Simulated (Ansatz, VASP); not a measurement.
## Two plane-wave programs on Al

Contents of INCAR:

```
SYSTEM = Al
  ALGO = Fast
  EDIFF = 1E-6
  ENCUT = 520
  GGA = PE
  ISIF = 2
  ISMEAR = 0
  LASPH = .TRUE.
  LCHARG = .FALSE.
  LREAL = .FALSE.
  LWAVE = .FALSE.
  NBANDS = 18
  NELM = 100
  PREC = Accurate
  SIGMA = 0.15
```

Contents of KPOINTS:

```
k-points
0
G
  19 19 4
  0 0 0
```

File POSCAR:

```
Al
1.0
    2.0239800000     -2.0239800000      0.0000000000
    2.0239800000      0.0000000000     -2.0239800000
    8.2402575673      8.2402575673      8.2402575673
Al
6
Direct
    0.6666666667      0.6666666667      0.0818572796
    0.0000000000      0.0000000000      0.9005938234
    0.3333333333      0.3333333333      0.2456045884
    0.6666666667      0.6666666667      0.5730992059
    0.0000000000      0.0000000000      0.4093518971
    0.3333333333      0.3333333333      0.7368465146
```

Input for Ansatz:

```yaml
crystal:
  lattice:
    - [2.02398, -2.02398, 0.0]
    - [2.02398, 0.0, -2.02398]
    - [8.2402575673, 8.2402575673, 8.2402575673]
  atoms:
    - { symbol: Al, position: [0.6666666667, 0.6666666667, 0.0818572796] }
    - { symbol: Al, position: [0.0, 0.0, 0.9005938234] }
    - { symbol: Al, position: [0.3333333333, 0.3333333333, 0.2456045884] }
    - { symbol: Al, position: [0.6666666667, 0.6666666667, 0.5730992059] }
    - { symbol: Al, position: [0.0, 0.0, 0.4093518971] }
    - { symbol: Al, position: [0.3333333333, 0.3333333333, 0.7368465146] }
basis:
  ecutwfc: 420
kpoints:
  mp_grid: { grid: [19, 19, 4] }
hamiltonian:
  xc: pbe
scf:
  occupations: { method: gaussian, width: 0.15 }
output:
  forces: true
  stress: true
  eigenvalues: true
```

Alike in both runs: task single point; functional PBE; k mesh 19 × 19 × 4; occupations gaussian, width 0.15 eV; no spin polarisation.

|  | VASP | Ansatz |
| --- | --- | --- |
| version | VASP 6.6.1 | Ansatz 0.2.0 |
| potentials or method | VASP PAW PBE potentials, release 64 (Al), cutoff 520 eV | scalar-relativistic, plane waves, PAW |
| valence electrons in the cell | 18 | 18 |

```csv
,VASP,Ansatz,Ansatz less VASP
gap on the k mesh at the Fermi level (eV),none,none,-
pressure (GPa),-1.4,-1.4,+0.04
"traceless stress, the component that is largest in VASP (GPa)",-0.20,-0.20,-0.001
rms of the force components (eV/Å),0.135,0.135,+0.0001
```

Atom by atom the forces differ by 0.000 eV/Å (rms over components). A gap of «none» marks a metal or a gap that the smearing closes.
